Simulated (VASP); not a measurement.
# SnO3 (Fm-3m) in VASP: a series of runs

Runs on SnO3. Level: PBE. Tasks: single point, relaxation of cell and atoms.

Program: VASP 6.6.1. These are calculated values, not measurements. Logs are shortened: lines on timing, memory, paths and dates and some standing lists are left out, and cuts for length are marked.

## Step 1: The cell of the first run

The structure is cubic, space group Fm-3m (No. 225). The conventional cell has a = 5.394 Å, b = 5.394 Å, c = 5.394 Å, α = 90.00°, β = 90.00°, γ = 90.00°. Sn (site symmetry m-3m) has 14 O at 2.34 to 2.70 Å within 3.1 Å. O (site symmetry m-3m) has 8 O at 2.34 Å and 6 Sn at 2.70 Å within 3.1 Å. O (site symmetry -43m) has 4 Sn at 2.34 Å and 10 O at 2.34 to 2.70 Å within 3.1 Å.

## Step 2: Single point, PBE

File INCAR:

```
PREC = Accurate
ENCUT = 520
EDIFF = 1E-7
ISMEAR = -1
SIGMA = 0.02
LREAL = F
LASPH = T
NELM = 100
ALGO = Normal
ISIF = 2
LWAVE = F
LCHARG = T
GGA = PE
LELF = T
LVHAR = T
NBANDS = 24
```

File KPOINTS:

```
Automatic mesh
0
Gamma
  7 7 7
```

File POSCAR:

```
SnO3
1.0
    0.0000000000      2.6968575529      2.6968575529
    2.6968575529      0.0000000000      2.6968575529
    2.6968575529      2.6968575529      0.0000000000
Sn O
1 3
Direct
    0.0000000000      0.0000000000      0.0000000000
    0.5000000000      0.5000000000      0.5000000000
    0.2500000000      0.2500000000      0.2500000000
    0.7500000000      0.7500000000      0.7500000000
```

Potentials or basis: VASP PAW PBE potentials, release 64 (Sn_d, O).

Run with:

```sh
$ cat potpaw_PBE.64/Sn_d/POTCAR potpaw_PBE.64/O/POTCAR > POTCAR
$ mpirun -np 1 vasp_std > vasp.out
```

OUTCAR:

```text
PREC = Accurate
   ENCUT = 520
   EDIFF = 1E-7
   ISMEAR = -1
   LREAL = F
   LASPH = T
   NELM = 100
   ISIF = 2
   GGA = PE

 ion  position               nearest neighbor table
   1  0.000  0.000  0.000-   4 2.34   4 2.34   4 2.34   3 2.34   4 2.34   3 2.34   3 2.34   3 2.34
                             2 2.70   2 2.70   2 2.70   2 2.70   2 2.70   2 2.70
   2  0.500  0.500  0.500-   1 2.70   1 2.70   1 2.70   1 2.70   1 2.70   1 2.70
   3  0.250  0.250  0.250-   1 2.34   1 2.34   1 2.34   1 2.34
   4  0.750  0.750  0.750-   1 2.34   1 2.34   1 2.34   1 2.34

  LATTYP: Found a face centered cubic cell.
 ALAT       =     5.3937151058

  Lattice vectors:

 A1 = (   0.0000000000,   2.6968575529,   2.6968575529)
 A2 = (   2.6968575529,   0.0000000000,   2.6968575529)
 A3 = (   2.6968575529,   2.6968575529,   0.0000000000)

Analysis of symmetry for initial positions (statically):
=====================================================================
 Subroutine PRICEL returns:
 Original cell was already a primitive cell.

 Routine SETGRP: Setting up the symmetry group for a
 face centered cubic supercell.

 Subroutine GETGRP returns: Found 48 space group operations
 (whereof 48 operations were pure point group operations)
 out of a pool of 48 trial point group operations.

The static configuration has the point symmetry O_h .

Analysis of symmetry for dynamics (positions and initial velocities):
=====================================================================
 Subroutine PRICEL returns:
 Original cell was already a primitive cell.

 Routine SETGRP: Setting up the symmetry group for a
 face centered cubic supercell.

 Subroutine GETGRP returns: Found 48 space group operations
 (whereof 48 operations were pure point group operations)
 out of a pool of 48 trial point group operations.

The dynamic configuration has the point symmetry O_h .

 Subroutine INISYM returns: Found 48 space group operations
 (whereof 48 operations are pure point group operations),
 and found     1 'primitive' translations

----------------------------------------------------------------------------------------

                                     Primitive cell

  volume of cell :      39.2287

  direct lattice vectors                    reciprocal lattice vectors
     0.000000000  2.696857553  2.696857553    -0.185400968  0.185400968  0.185400968
     2.696857553  0.000000000  2.696857553     0.185400968 -0.185400968  0.185400968
[... 82 lines left out ...]
   ENCUT  =  520.0 eV  38.22 Ry    6.18 a.u.   7.09  7.09  7.09*2*pi/ulx,y,z
   NELM   =    100;   NELMIN=  2; NELMDL= -5     # of ELM steps
   EDIFF  = 0.1E-06   stopping-criterion for ELM
   LREAL  =      F    real-space projection
   EDIFFG = 0.1E-05   stopping-criterion for IOM
   NSW    =      0    number of steps for IOM
   IBRION =     -1    ionic relax: 0-MD 1-quasi-New 2-CG
   NFREE  =      0    steps in history (QN), initial steepest desc. (CG)
   ISIF   =      2    stress and relaxation
   ISYM   =      2    0-nonsym 1-usesym 2-fastsym
   POTIM  = 0.5000    time-step for ionic-motion
   TEBEG  =    0.0;   TEEND  =   0.0 temperature during run
   PSTRESS=    0.0 pullay stress
   NELECT =      32.0000    total number of electrons
   NUPDOWN=      -1.0000    fix difference up-down
   EMIN   =  10.00;   EMAX   =-10.00  energy-range for DOS
   EFERMI =   0.00;   METHOD = LEGACY
   ISMEAR =    -1;   SIGMA  =   0.02  broadening in eV -4-tet -1-fermi 0-gaus
   EFERMI_NEDOS =   21; number of points for ismear=-14 and -15
   IALGO  =     38    algorithm
   IMIX   =      4    mixing-type and parameters
     AMIX     =   0.40;   BMIX     =  1.00
     AMIX_MAG =   1.60;   BMIX_MAG =  1.00
  volume/ion in A,a.u.               =       9.81        66.18
  Fermi-wavevector in a.u.,A,eV,Ry     =   1.529643  2.890607 31.835026  2.339808
  Thomas-Fermi vector in A             =   2.637236
   LORBIT       =      0    0 simple, 1 ext, 2 COOP (PROOUT), +10 PAW based schemes
   GGA     = PE    functional components
   LHFCALC =     F    Hartree Fock is set to
   AEXX    =    0.0000 exact exchange contribution
   IVDW    =     0    specifies the selected vdW correction
   LEPSILON=     F    determine dielectric tensor
   LRPA    =     F    only Hartree local field effects (RPA)
 non-spin polarized calculation
  energy-cutoff  :      520.00
  volume of cell :       39.23
 maximum number of plane-waves:      1067
   NGX = 15   NGY = 15   NGZ = 15

 number of electron      31.9999991 magnetization

 Free energy of the ion-electron system (eV)
  ---------------------------------------------------
  ext. energy  EPLUGINS =         0.00000000
  ---------------------------------------------------
  free energy    TOTEN  =       -18.42249486 eV

  energy without entropy =      -18.41331590  energy(sigma->0) =      -18.41790538

 E-fermi :   7.3588     XC(G=0): -12.4143

 val. band max:        7.3581618117   @ k =  -0.2857   0.4286   0.1429
 cond. band min:       7.3791637766   @ k =  -0.4286   0.1429   0.0000
 fundamental gap:      0.0210019649
 Fermi energy:         7.3588146803

 k-point     1 :       0.0000    0.0000    0.0000
  band No.  band energies     occupation
      1     -13.5567      2.00000
      2     -13.5567      2.00000
      3     -13.5567      2.00000
      4     -13.4794      2.00000
      5     -13.4794      2.00000
      6     -12.6654      2.00000
[... 529 lines left out ...]
     23      23.9487      0.00000
     24      24.1190      0.00000

------------------------ aborting loop because EDIFF is reached ----------------------------------------

  FORCE on cell =-STRESS in cart. coord.  units (eV):
  Direction    XX          YY          ZZ          XY          YZ          ZX
  --------------------------------------------------------------------------------------
  -------------------------------------------------------------------------------------
  Total        0.0596822      0.0596822      0.0596822      0.0000000     -0.0000000      0.0000000
  in kB        2.4375393      2.4375393      2.4375393      0.0000000     -0.0000000      0.0000000
  external PRESSURE =       2.4375393 kB  Pullay stress =       0.0000000 kB

 VOLUME and BASIS-vectors are now :
 -----------------------------------------------------------------------------
  energy-cutoff  :      520.00
  volume of cell :       39.23
      direct lattice vectors                 reciprocal lattice vectors
     0.000000000  2.696857553  2.696857553    -0.185400968  0.185400968  0.185400968
     2.696857553  0.000000000  2.696857553     0.185400968 -0.185400968  0.185400968
     2.696857553  2.696857553  0.000000000     0.185400968  0.185400968 -0.185400968

 POSITION                                       TOTAL-FORCE (eV/Angst)
 -----------------------------------------------------------------------------------
      0.00000      0.00000      0.00000        -0.000000     -0.000000     -0.000000
      2.69686      2.69686      2.69686        -0.000000     -0.000000     -0.000000
      1.34843      1.34843      1.34843         0.000000      0.000000     -0.000000
      4.04529      4.04529      4.04529        -0.000000      0.000000      0.000000
 -----------------------------------------------------------------------------------
    total drift:                                0.000000     -0.000000      0.000000

  FREE ENERGIE OF THE ION-ELECTRON SYSTEM (eV)
  ---------------------------------------------------
  free  energy   TOTEN  =       -18.4224948597 eV

  energy  without entropy=      -18.4133158997  energy(sigma->0) =      -18.41790538
```

OSZICAR:

```text
N       E                     dE             d eps       ncg     rms          rms(c)
DAV:   1     0.276936674522E+03    0.27694E+03   -0.15639E+04  1080   0.202E+03
DAV:   2     0.733862056075E+01   -0.26960E+03   -0.25047E+03  1064   0.505E+02
DAV:   3    -0.199070615538E+02   -0.27246E+02   -0.26354E+02  1136   0.130E+02
DAV:   4    -0.206074935456E+02   -0.70043E+00   -0.69934E+00  1112   0.219E+01
DAV:   5    -0.206244851428E+02   -0.16992E-01   -0.16991E-01  1312   0.336E+00    0.873E+00
DAV:   6    -0.186421708837E+02    0.19823E+01   -0.46185E+00  1352   0.493E+01    0.499E+00
DAV:   7    -0.186420826350E+02    0.88249E-04   -0.16627E+00  1096   0.109E+01    0.389E+00
DAV:   8    -0.184317077372E+02    0.21037E+00   -0.33613E-01  1168   0.484E+00    0.122E+00
DAV:   9    -0.184277385334E+02    0.39692E-02   -0.99096E-02  1128   0.259E+00    0.693E-01
DAV:  10    -0.184223248979E+02    0.54136E-02   -0.13300E-02  1160   0.973E-01    0.111E-01
DAV:  11    -0.184225304444E+02   -0.20555E-03   -0.14456E-03  1120   0.281E-01    0.597E-02
DAV:  12    -0.184225182587E+02    0.12186E-04   -0.24567E-04  1208   0.131E-01    0.452E-02
DAV:  13    -0.184224942458E+02    0.24013E-04   -0.51291E-05  1056   0.668E-02    0.564E-03
DAV:  14    -0.184224948248E+02   -0.57896E-06   -0.62720E-06  1088   0.172E-02    0.201E-03
DAV:  15    -0.184224950496E+02   -0.22485E-06   -0.13085E-07   912   0.442E-03    0.185E-03
DAV:  16    -0.184224948562E+02    0.19343E-06   -0.43701E-08   656   0.187E-03    0.323E-04
DAV:  17    -0.184224948597E+02   -0.34865E-08   -0.12921E-08   624   0.985E-04
   1 F= -.18422495E+02 E0= -.18417905E+02  d E =-.917896E-02
```

It took 24 s on 1 thread of Intel Xeon Platinum 8259CL at 2.50GHz (Skylake/Cascade Lake), shared host; peak memory 0.16 GiB.

Results:

```yaml
Free_energy: -18.4225 eV
Pressure: 0.2 GPa
Band_gap_on_the_k_mesh: zero (band 16 reaches 7.60 eV, above the bottom of band 17 at 6.17 eV)
```

Levels at points of the mesh, in eV from the Fermi level:
```csv
k point,band 13,band 14,band 15,band 16,band 17,band 18,band 19,band 20
"(0.00, 0.00, 0.00)",-2.97,-2.97,-1.19,-1.19,-1.19,-1.09,8.41,8.41
```

Caveat: spin-orbit coupling is left out, which moves the levels of the heavy elements.

## Step 3: Single point, PBE

This run uses another cell than the first one, of 9.71 Å³/atom, 0.990 times its volume.

File INCAR:

```
SYSTEM = SnO3
PREC = Accurate
ENCUT = 520
EDIFF = 1E-6
ISMEAR = -1
SIGMA = 0.02
LREAL = .FALSE.
LASPH = .TRUE.
NELM = 60
ALGO = Normal
ISIF = 2
LWAVE = .FALSE.
LCHARG = .TRUE.
GGA = PE
LELF = .TRUE.
LVHAR = .TRUE.
NBANDS = 24
```

File KPOINTS:

```
Automatic mesh
0
G
  7 7 7
  0 0 0
```

File POSCAR:

```
SnO3
1.0
    0.0000000000      2.6878378951      2.6878378951
    2.6878378951      0.0000000000      2.6878378951
    2.6878378951      2.6878378951      0.0000000000
Sn O
1 3
Direct
    0.0000000000      0.0000000000      0.0000000000
    0.5000000000      0.5000000000      0.5000000000
    0.2500000000      0.2500000000      0.2500000000
    0.7500000000      0.7500000000      0.7500000000
```

Potentials or basis: VASP PAW PBE potentials, release 64 (Sn_d, O).

Run with:

```sh
$ cat potpaw_PBE.64/Sn_d/POTCAR potpaw_PBE.64/O/POTCAR > POTCAR
$ mpirun -np 1 vasp_std > vasp.out
```

It took 20 s on 1 thread of Intel Xeon Platinum 8259CL at 2.50GHz (Skylake/Cascade Lake), shared host; peak memory 0.16 GiB.

The run converged. Its results:

```yaml
Free_energy: -18.4191 eV
Pressure: 2.0 GPa
Band_gap_on_the_k_mesh: zero (band 16 reaches 7.75 eV, above the bottom of band 17 at 6.30 eV)
```

Levels at points of the mesh, in eV from the Fermi level:
| k point | band 14 | band 15 | band 16 | band 17 | band 18 | band 19 |
| --- | --- | --- | --- | --- | --- | --- |
| (0.00, 0.00, 0.00) | -3.02 | -1.21 | -1.21 | -1.21 | -1.00 | 8.49 |

Caveat: spin-orbit coupling is left out, which moves the levels of the heavy elements.

(Part 1 of 2 ends here.)
